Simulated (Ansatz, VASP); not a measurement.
## PbS: VASP beside Ansatz

File INCAR:

```
ALGO = Normal
EDIFF = 1E-6
ENCUT = 520
GGA = PE
ISIF = 2
ISMEAR = -1
LASPH = T
LCHARG = F
LREAL = F
LWAVE = F
NBANDS = 17
NELM = 100
PREC = Accurate
SIGMA = 0.02
```

File KPOINTS:

```
k-points
0
Gamma
  6 6 6
```

Contents of POSCAR:

```
PbS
1.0
    3.6150468544      0.0000000000      0.0000000000
    0.0000000000      3.6150468544      0.0000000000
    0.0000000000      0.0000000000      3.6150468544
Pb S
1 1
Direct
    0.0000000000      0.0000000000      0.0000000000
    0.5000000000      0.5000000000      0.5000000000
```

Input for Ansatz:

```yaml
crystal:
  lattice:
    - [3.6150468544, 0.0, 0.0]
    - [0.0, 3.6150468544, 0.0]
    - [0.0, 0.0, 3.6150468544]
  atoms:
    - { symbol: Pb, position: [0.0, 0.0, 0.0] }
    - { symbol: S, position: [0.5, 0.5, 0.5] }
kpoints:
  mp_grid: { grid: [6, 6, 6] }
hamiltonian:
  xc: pbe
scf:
  occupations: { method: fermi_dirac, width: 0.02 }
  n_extra_bands: 4
output:
  forces: true
  stress: true
  eigenvalues: true
```

Alike in both runs: task single point; functional PBE; k mesh 6 × 6 × 6; occupations fermi-dirac, width 0.02 eV; no spin polarisation.

```csv
,VASP,Ansatz
version,VASP 6.6.1,Ansatz 0.2.0
potentials or method,"VASP PAW PBE potentials, release 64 (Pb_d, S)","plane waves, PAW"
plane-wave cutoff (eV),520,420
valence electrons in the cell,20,20
```

```tsv
	VASP	Ansatz	Ansatz less VASP
pressure (GPa)	2.0	2.0	+0.09
```

Spin-orbit coupling is off throughout.
